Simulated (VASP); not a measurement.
Wanted: the native input for a VASP 6.6.1 run.

```
Task                   : relaxation of cell and atoms
Functional             : PBE
Potentials or basis    : VASP PAW PBE potentials, release 64 (Al, Ni)
Cutoff                 : 600 eV
k mesh                 : 14 × 14 × 14
Occupations            : gaussian, width 0.1 eV
Spin                   : no spin polarisation
Dipole correction      : no
Further INCAR settings : ALGO = Normal; EDIFF = 1e-07; IBRION = 2; EDIFFG = -0.005; NSW = 100; ISIF = 3
```

The structure of AlNi lies in POSCAR:

```
AlNi
1.0
    2.8810000000      0.0000000000      0.0000000000
    0.0000000000      2.8810000000      0.0000000000
    0.0000000000      0.0000000000      2.8810000000
Al Ni
1 1
Direct
    0.0000000000      0.0000000000      0.0000000000
    0.5000000000      0.5000000000      0.5000000000
```

One way to write it, as run:

INCAR

```
ALGO = Normal
EDIFF = 1E-7
EDIFFG = -0.005
ENCUT = 600
GGA = PE
IBRION = 2
ISIF = 3
ISMEAR = 0
LASPH = True
LCHARG = False
LREAL = False
LWAVE = False
NELM = 100
NSW = 100
PREC = Accurate
SIGMA = 0.1
```

KPOINTS

```
k-points
0
Gamma
  14 14 14
```

Potentials or basis: VASP PAW PBE potentials, release 64 (Al, Ni).

Command:

```console
$ cat potpaw_PBE.64/Al/POTCAR potpaw_PBE.64/Ni/POTCAR > POTCAR
$ mpirun -np 1 vasp_std > vasp.out
```

It gave:

```json
{
  "Relaxed volume": "12.11 Å³/atom",
  "Relaxed cell": "a = 2.893 Å, b = 2.893 Å, c = 2.893 Å, α = 90.00°, β = 90.00°, γ = 90.00°",
  "Space group after relaxing (to 0.05 Å)": "Pm-3m (No. 221)",
  "Energy gained by relaxing": "0.9 meV/atom",
  "Ionic steps": "3",
  "Pressure after relaxing": "0.0 GPa"
}
```

Run time: 100 s on 1 thread of AMD EPYC 7R43 64-Core Processor (Zen 3), on a shared host, peak memory 0.14 GiB.
